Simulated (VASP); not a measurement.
# HfTaN2 (R-3m) in VASP: further runs

The runs below take HfTaN2 through single point, with LDA.

Program: VASP 6.6.1. These are calculated values, not measurements. Logs are shortened: lines on timing, memory, paths and dates and some standing lists are left out, and cuts for length are marked.

### 1 The cell of the first run

Symmetry: R-3m, No. 166, trigonal system. Conventional cell: a = 3.173 Å, b = 3.173 Å, c = 15.403 Å, α = 90.00°, β = 90.00°, γ = 120.00°. Within 3.0 Å of Hf (site symmetry -3m) lie 6 N at 2.23 Å. Ta (site symmetry -3m) has 6 N at 2.24 Å within 3.0 Å. N (site symmetry 3m) has 3 Hf at 2.23 Å and 3 Ta at 2.24 Å within 3.0 Å.

### 2 Single point, LDA

Contents of INCAR:

```
  ALGO = Normal
  EDIFF = 1E-6
  ENCUT = 600
  GGA = CA
  GGA_COMPAT = F
  ISIF = 2
  ISMEAR = -1
  LASPH = T
  LCHARG = T
  LELF = T
  LREAL = F
  LVHAR = T
  LWAVE = F
  NBANDS = 24
  NELM = 120
  PREC = Accurate
  SIGMA = 0.01
```

Contents of KPOINTS:

```
k-points
0
Gamma
  5 5 5
```

Contents of POSCAR:

```
HfTaN2
1.0
    1.5863160000      0.9158599696      5.1343890000
   -1.5863160000      0.9158599696      5.1343890000
    0.0000000000     -1.8317199392      5.1343890000
Hf Ta N
1 1 2
Direct
    0.0000000000      0.0000000000      0.0000000000
    0.5000000000      0.5000000000      0.5000000000
    0.2502983333      0.2502983333      0.2502983333
    0.7497016667      0.7497016667      0.7497016667
```

Potentials or basis: VASP PAW LDA potentials, release 64 (Hf_pv, Ta_pv, N).

Launch:

```bash
$ cat potpaw_LDA.64/Hf_pv/POTCAR potpaw_LDA.64/Ta_pv/POTCAR potpaw_LDA.64/N/POTCAR > POTCAR
$ mpirun -np 1 vasp_std > vasp.out
```

OUTCAR:

```text
EDIFF = 1E-6
   ENCUT = 600
   GGA = CA
   ISIF = 2
   ISMEAR = -1
   LASPH = T
   LREAL = F
   NELM = 120
   PREC = Accurate

 ion  position               nearest neighbor table
   1  0.000  0.000  0.000-   4 2.23   3 2.23   4 2.23   4 2.23   3 2.23   3 2.23   2 3.15   2 3.15
                             2 3.15   2 3.15   2 3.15   2 3.15
   2  0.500  0.500  0.500-   3 2.24   4 2.24   3 2.24   3 2.24   4 2.24   4 2.24   1 3.15   1 3.15
                             1 3.15   1 3.15   1 3.15   1 3.15
   3  0.250  0.250  0.250-   1 2.23   1 2.23   1 2.23   2 2.24   2 2.24   2 2.24
   4  0.750  0.750  0.750-   1 2.23   1 2.23   1 2.23   2 2.24   2 2.24   2 2.24

  LATTYP: Found a trigonal (rhomboedric) cell.
 ALAT       =     5.4513437187
 COS(alpha) =     0.8306433428

  Lattice vectors:

 A1 = (   1.5863160000,   0.9158599696,   5.1343890000)
 A2 = (  -1.5863160000,   0.9158599696,   5.1343890000)
 A3 = (   0.0000000000,  -1.8317199392,   5.1343890000)

Analysis of symmetry for initial positions (statically):
=====================================================================
 Subroutine PRICEL returns:
 Original cell was already a primitive cell.

 Routine SETGRP: Setting up the symmetry group for a
 trigonal (rhombohedral) supercell.

 Subroutine GETGRP returns: Found 12 space group operations
 (whereof 12 operations were pure point group operations)
 out of a pool of 12 trial point group operations.

The static configuration has the point symmetry D_3d.

Analysis of symmetry for dynamics (positions and initial velocities):
=====================================================================
 Subroutine PRICEL returns:
 Original cell was already a primitive cell.

 Routine SETGRP: Setting up the symmetry group for a
 trigonal (rhombohedral) supercell.

 Subroutine GETGRP returns: Found 12 space group operations
 (whereof 12 operations were pure point group operations)
 out of a pool of 12 trial point group operations.

The dynamic configuration has the point symmetry D_3d.

 Subroutine INISYM returns: Found 12 space group operations
 (whereof 12 operations are pure point group operations),
 and found     1 'primitive' translations

----------------------------------------------------------------------------------------

                                     Primitive cell

  volume of cell :      44.7568
[... 84 lines left out ...]
   LASPH  =      T    aspherical Exc in radial PAW
   ENCUT  =  600.0 eV  44.10 Ry    6.64 a.u.  10.89 10.89 10.89*2*pi/ulx,y,z
   NELM   =    120;   NELMIN=  2; NELMDL= -5     # of ELM steps
   EDIFF  = 0.1E-05   stopping-criterion for ELM
   LREAL  =      F    real-space projection
   EDIFFG = 0.1E-04   stopping-criterion for IOM
   NSW    =      0    number of steps for IOM
   IBRION =     -1    ionic relax: 0-MD 1-quasi-New 2-CG
   NFREE  =      0    steps in history (QN), initial steepest desc. (CG)
   ISIF   =      2    stress and relaxation
   ISYM   =      2    0-nonsym 1-usesym 2-fastsym
   POTIM  = 0.5000    time-step for ionic-motion
   TEBEG  =    0.0;   TEEND  =   0.0 temperature during run
   PSTRESS=    0.0 pullay stress
   NELECT =      31.0000    total number of electrons
   NUPDOWN=      -1.0000    fix difference up-down
   EMIN   =  10.00;   EMAX   =-10.00  energy-range for DOS
   EFERMI =   0.00;   METHOD = LEGACY
   ISMEAR =    -1;   SIGMA  =   0.01  broadening in eV -4-tet -1-fermi 0-gaus
   EFERMI_NEDOS =   21; number of points for ismear=-14 and -15
   IALGO  =     38    algorithm
   IMIX   =      4    mixing-type and parameters
     AMIX     =   0.40;   BMIX     =  1.00
     AMIX_MAG =   1.60;   BMIX_MAG =  1.00
  volume/ion in A,a.u.               =      11.19        75.51
  Fermi-wavevector in a.u.,A,eV,Ry     =   1.448469  2.737209 28.545862  2.098062
  Thomas-Fermi vector in A             =   2.566306
   LORBIT       =      0    0 simple, 1 ext, 2 COOP (PROOUT), +10 PAW based schemes
   GGA     = CA    functional components
   LHFCALC =     F    Hartree Fock is set to
   AEXX    =    0.0000 exact exchange contribution
   IVDW    =     0    specifies the selected vdW correction
   LEPSILON=     F    determine dielectric tensor
   LRPA    =     F    only Hartree local field effects (RPA)
 non-spin polarized calculation
  energy-cutoff  :      600.00
  volume of cell :       44.76
 maximum number of plane-waves:      1504
 NGX is ok and might be reduce to    48
   NGX = 21   NGY = 21   NGZ = 21

 number of electron      31.0000000 magnetization

 Free energy of the ion-electron system (eV)
  ---------------------------------------------------
  ext. energy  EPLUGINS =         0.00000000
  ---------------------------------------------------
  free energy    TOTEN  =       -48.09505608 eV

  energy without entropy =      -48.09451622  energy(sigma->0) =      -48.09478615

 E-fermi :   8.6620     XC(G=0): -13.2604

 val. band max:        8.6510288521   @ k =  -0.2000   0.2000   0.0000
 cond. band min:       8.7974727656   @ k =  -0.2000   0.2000   0.0000
 fundamental gap:      0.1464439135
 Fermi energy:         8.6620149042

 k-point     1 :       0.0000    0.0000    0.0000
  band No.  band energies     occupation
      1     -27.0975      2.00000
      2     -26.7673      2.00000
      3     -26.7673      2.00000
      4     -22.9948      2.00000
      5     -22.5171      2.00000
      6     -22.5171      2.00000
[... 502 lines left out ...]
     23      12.0842      0.00000
     24      14.9041      0.00000

------------------------ aborting loop because EDIFF is reached ----------------------------------------

  FORCE on cell =-STRESS in cart. coord.  units (eV):
  Direction    XX          YY          ZZ          XY          YZ          ZX
  --------------------------------------------------------------------------------------
  -------------------------------------------------------------------------------------
  Total       -4.2264559     -4.2264559     -3.7143286      0.0000000      0.0000000      0.0000000
  in kB     -151.2962356   -151.2962356   -132.9633979      0.0000000      0.0000000      0.0000000
  external PRESSURE =    -145.1852897 kB  Pullay stress =       0.0000000 kB

 VOLUME and BASIS-vectors are now :
 -----------------------------------------------------------------------------
  energy-cutoff  :      600.00
  volume of cell :       44.76
      direct lattice vectors                 reciprocal lattice vectors
     1.586316000  0.915859970  5.134389000     0.315195711  0.181978329  0.064921714
    -1.586316000  0.915859970  5.134389000    -0.315195711  0.181978329  0.064921714
     0.000000000 -1.831719939  5.134389000     0.000000000 -0.363956658  0.064921714

 POSITION                                       TOTAL-FORCE (eV/Angst)
 -----------------------------------------------------------------------------------
      0.00000      0.00000      0.00000         0.000000     -0.000000      0.000000
      0.00000      0.00000      7.70158        -0.000000      0.000000      0.000000
      0.00000      0.00000      3.85539         0.000000     -0.000000     -0.104537
      0.00000      0.00000     11.54778         0.000000      0.000000      0.104537
 -----------------------------------------------------------------------------------
    total drift:                                0.000000      0.000000     -0.000000

  FREE ENERGIE OF THE ION-ELECTRON SYSTEM (eV)
  ---------------------------------------------------
  free  energy   TOTEN  =       -48.0950560779 eV

  energy  without entropy=      -48.0945162161  energy(sigma->0) =      -48.09478615
```

stdout:

```text
POSCAR found type information on POSCAR HfTaN
 POSCAR found :  3 types and       4 ions
 scaLAPACK will be used
 LDA part: xc-table for (Slater(with rela. corr.)+CA(PZ))
 , standard interpolation
 POSCAR, INCAR and KPOINTS ok, starting setup
 FFT: planning ... GRIDC
 FFT: planning ... GRID_SOFT
 FFT: planning ... GRID
 WAVECAR not read
 entering main loop
```

Wall time 51 s (1 thread of AMD EPYC 9R45 (Zen 5), shared host); peak memory 0.25 GiB.

What came out:

```yaml
Free_energy: -48.0951 eV
Pressure: -14.5 GPa
Largest_force: 0.105 eV/Å
Band_gap_on_the_k_mesh: zero (an odd number of electrons rules out a gap without spin polarisation)
```

Forces in eV/Å, atoms in the order of the input:
```
Hf   0.000  0.000  0.000
Ta   0.000  0.000  0.000
N    0.000  0.000 -0.105
N    0.000  0.000  0.105
```

Stress tensor (GPa, compression positive):
```
-15.13   0.00   0.00
  0.00 -15.13   0.00
  0.00   0.00 -13.30
```

Caveat: the k points lie up to 0.46 Å⁻¹ apart, too coarse for converged energies and pressures of a metal; spin-orbit coupling is left out, which moves the levels of the heavy elements; an odd number of electrons without spin polarisation forces a metal; a magnetic or distorted state may lie lower.

### 3 Single point, LDA

Contents of INCAR:

```
SYSTEM = HfTaN2
ALGO     = Normal         ! electronic algorithm
EDIFF    = 1E-6           ! SCF threshold, eV
ENCUT    = 600            ! plane-wave cutoff, eV
GGA      = CA             ! functional
GGA_COMPAT= .FALSE.      
ISIF     = 2              ! what is computed and relaxed
ISMEAR   = -1             ! smearing method
LASPH    = .TRUE.         ! aspherical terms in the spheres
LCHARG   = .TRUE.         ! write CHGCAR
LELF     = .TRUE.         ! ELF
LREAL    = .FALSE.        ! projectors in reciprocal space
LVHAR    = .TRUE.       
LWAVE    = .FALSE.        ! write WAVECAR
NBANDS   = 24             ! bands
NELM     = 120            ! most SCF steps
PREC     = Accurate       ! precision mode
SIGMA    = 0.01           ! smearing width, eV
```

Contents of KPOINTS:

```
k-points
0
G
  6 6 6
  0 0 0
```

POSCAR is that of step 2.

Potentials or basis: VASP PAW LDA potentials, release 64 (Hf_pv, Ta_pv, N).

Launch:

```bash
$ cat potpaw_LDA.64/Hf_pv/POTCAR potpaw_LDA.64/Ta_pv/POTCAR potpaw_LDA.64/N/POTCAR > POTCAR
$ mpirun -np 1 vasp_std > vasp.out
```

Run time: 82 s. Hardware: 1 thread of AMD EPYC 9R45 (Zen 5), shared host; peak memory 0.26 GiB.

Results (log left out):

| Quantity | Value |
| --- | --- |
| Free energy | -47.9851 eV |
| Pressure | -14.1 GPa |
| Largest force | 0.057 eV/Å |
| Band gap on the k mesh | zero (an odd number of electrons rules out a gap without spin polarisation) |

Forces in eV/Å, atoms in the order of the input:
```
Hf   0.000  0.000  0.000
Ta   0.000  0.000  0.000
N    0.000  0.000 -0.057
N    0.000  0.000  0.057
```

Stress tensor (GPa, compression positive):
```
-15.09   0.00   0.00
  0.00 -15.09   0.00
  0.00   0.00 -12.02
```

Levels at points of the mesh, in eV from the Fermi level:
```tsv
k point	band 11	band 12	band 13	band 14	band 15	band 16	band 17	band 18	band 19	band 20
(0.00, 0.00, 0.00)	-6.85	-3.36	-3.36	-3.31	-1.37	-1.37	-1.21	0.89	0.89	1.74
(0.50, 0.00, 0.00)	-6.21	-6.16	-5.73	-5.59	-1.68	-0.87	2.52	2.56	3.77	4.27
(0.50, 0.50, 0.00)	-6.73	-5.89	-4.60	-4.09	-4.05	2.29	2.30	2.85	2.92	4.22
(0.50, 0.50, 0.50)	-5.75	-5.75	-5.48	-5.48	-0.52	-0.19	-0.19	0.32	1.05	1.05
```

Caveat: the k points lie up to 0.39 Å⁻¹ apart, too coarse for converged energies and pressures of a metal; spin-orbit coupling is left out, which moves the levels of the heavy elements; an odd number of electrons without spin polarisation forces a metal; a magnetic or distorted state may lie lower.

### 4 Single point, LDA

Contents of INCAR:

```
PREC     = Accurate       # precision mode
ENCUT    = 600            # plane-wave cutoff, eV
EDIFF    = 1E-6           # SCF threshold, eV
ISMEAR   = -1             # smearing method
SIGMA    = 0.01           # smearing width, eV
LREAL    = F              # projectors in reciprocal space
LASPH    = T              # aspherical terms in the spheres
NELM     = 120            # most SCF steps
ALGO     = Normal         # electronic algorithm
ISIF     = 2              # what is computed and relaxed
LWAVE    = F              # write WAVECAR
LCHARG   = F              # write CHGCAR
GGA      = CA             # functional
NBANDS   = 24             # bands
GGA_COMPAT= F
```

Contents of KPOINTS:

```
regular mesh
0
Gamma
  7 7 7
```

POSCAR is that of step 3.

Launch:

```bash
$ cat potpaw_LDA.64/Hf_pv/POTCAR potpaw_LDA.64/Ta_pv/POTCAR potpaw_LDA.64/N/POTCAR > POTCAR
$ mpirun -np 1 vasp_std > vasp.out
```

Run time: 1.8 min. Hardware: 1 thread of AMD EPYC 9R45 (Zen 5), shared host; peak memory 0.27 GiB.

The run converged. Its results:

| Item | Value |
| --- | --- |
| Free energy | -48.0375 eV |
| Pressure | -14.4 GPa |
| Largest force | 0.077 eV/Å |
| Band gap on the k mesh | zero (an odd number of electrons rules out a gap without spin polarisation) |

Forces on the atoms (eV/Å):
```
Hf   0.000  0.000  0.000
Ta   0.000  0.000  0.000
N    0.000  0.000 -0.077
N    0.000  0.000  0.077
```

Stress tensor (GPa, compression positive):
```
-14.59   0.00   0.00
  0.00 -14.59   0.00
  0.00   0.00 -13.92
```

Levels at points of the mesh, in eV from the Fermi level:
```
           k point  band 13  band 14  band 15  band 16  band 17  band 18
(0.00, 0.00, 0.00)    -3.25    -3.20    -1.28    -1.28    -1.12     0.98
```

Caveat: the cell stands under tension; spin-orbit coupling is left out, which moves the levels of the heavy elements; an odd number of electrons without spin polarisation forces a metal; a magnetic or distorted state may lie lower.

### 5 Summary

| k mesh | gap on the mesh (eV) | pressure (GPa) | largest force (eV/Å) |
| --- | --- | --- | --- |
| 5 × 5 × 5 | none | -14.5 | 0.10 |
| 6 × 6 × 6 | none | -14.1 | 0.06 |
| 7 × 7 × 7 | none | -14.4 | 0.08 |

Alike in all rows: task single point; level LDA; potentials or basis VASP PAW LDA potentials, release 64 (Hf_pv, Ta_pv, N); no spin polarisation; cell as given; cutoff (eV) 600; smearing fermi-dirac 0.01 eV.

Caveats: some runs use coarse meshes; spin-orbit coupling is left out, which moves the levels of the heavy elements; an odd number of electrons without spin polarisation forces a metal; a magnetic or distorted state may lie lower; the cell stands under tension (at least some runs).

Total energies depend on the potentials used, so only differences within one code and one set of settings carry meaning.

The gap in the log of VASP goes by the Fermi energy; the results here count the filled bands.